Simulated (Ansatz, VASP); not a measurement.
**Two plane-wave programs on Ga4SbN3**

INCAR

```
PREC = Accurate
ENCUT = 520
EDIFF = 1E-6
ISMEAR = -1
SIGMA = 0.02
LREAL = F
LASPH = T
NELM = 80
ALGO = Normal
ISIF = 2
LWAVE = F
LCHARG = F
GGA = PE
NBANDS = 46
```

File KPOINTS:

```
regular mesh
0
Gamma
  6 6 6
```

Contents of POSCAR:

```
Ga4SbN3
1.0
    4.9362330759      0.0000000000      0.0000000000
    0.0000000000      4.9362330759      0.0000000000
    0.0000000000      0.0000000000      4.9362330759
N Ga Sb
3 4 1
Direct
    0.5000000000      0.0000000000      0.0000000000
    0.0000000000      0.5000000000      0.0000000000
    0.0000000000      0.0000000000      0.5000000000
    0.2174585907      0.7825414093      0.7825414093
    0.7825414093      0.2174585907      0.7825414093
    0.7825414093      0.7825414093      0.2174585907
    0.2174585907      0.2174585907      0.2174585907
    0.5000000000      0.5000000000      0.5000000000
```

Input for Ansatz:

```yaml
crystal:
  lattice:
    - [4.9362330759, 0.0, 0.0]
    - [0.0, 4.9362330759, 0.0]
    - [0.0, 0.0, 4.9362330759]
  atoms:
    - { symbol: "N", position: [0.5, 0.0, 0.0] }
    - { symbol: Ga, position: [0.2174585907, 0.7825414093, 0.7825414093] }
    - { symbol: "N", position: [0.0, 0.5, 0.0] }
    - { symbol: Ga, position: [0.7825414093, 0.2174585907, 0.7825414093] }
    - { symbol: "N", position: [0.0, 0.0, 0.5] }
    - { symbol: Ga, position: [0.7825414093, 0.7825414093, 0.2174585907] }
    - { symbol: Sb, position: [0.5, 0.5, 0.5] }
    - { symbol: Ga, position: [0.2174585907, 0.2174585907, 0.2174585907] }
kpoints:
  mp_grid: { grid: [6, 6, 6] }
  band_path:
    path:
      - [[0.0, 0.0, 0.0], [8.666374482621e-52, 0.5, -1.300539306162e-35], [0.5, 0.5, -3.771564721756e-34], [0.0, 0.0, 0.0], [0.5, 0.5, 0.5], [8.666374482621e-52, 0.5, -1.300539306162e-35]]
      - [[0.5, 0.5, 0.5], [0.5, 0.5, -3.771564721756e-34]]
    npoints: 10
hamiltonian:
  xc: pbe
scf:
  occupations: { method: fermi_dirac, width: 0.02 }
  n_extra_bands: 6
output:
  forces: true
  stress: true
  eigenvalues: true
```

Alike in both runs: task single point; functional PBE; k mesh 6 × 6 × 6; occupations fermi-dirac, width 0.02 eV; no spin polarisation.

```csv
,VASP,Ansatz
version,VASP 6.6.1,Ansatz 0.2.0
potentials or method,"VASP PAW PBE potentials, release 64 (N, Ga_d, Sb)","plane waves, PAW"
plane-wave cutoff (eV),520,420
valence electrons in the cell,72,82
```

```tsv
	VASP	Ansatz	Ansatz less VASP
pressure (GPa)	4.6	4.3	-0.28
rms of the force components (eV/Å)	0.109	0.105	-0.0038
```

The functional is the same, so the differences come from potentials, cutoffs and numerics. VASP's potentials hold 72 valence electrons a cell and Ansatz's 82, so a difference there can come from the potentials and not from the codes.

Spin-orbit coupling is off throughout.
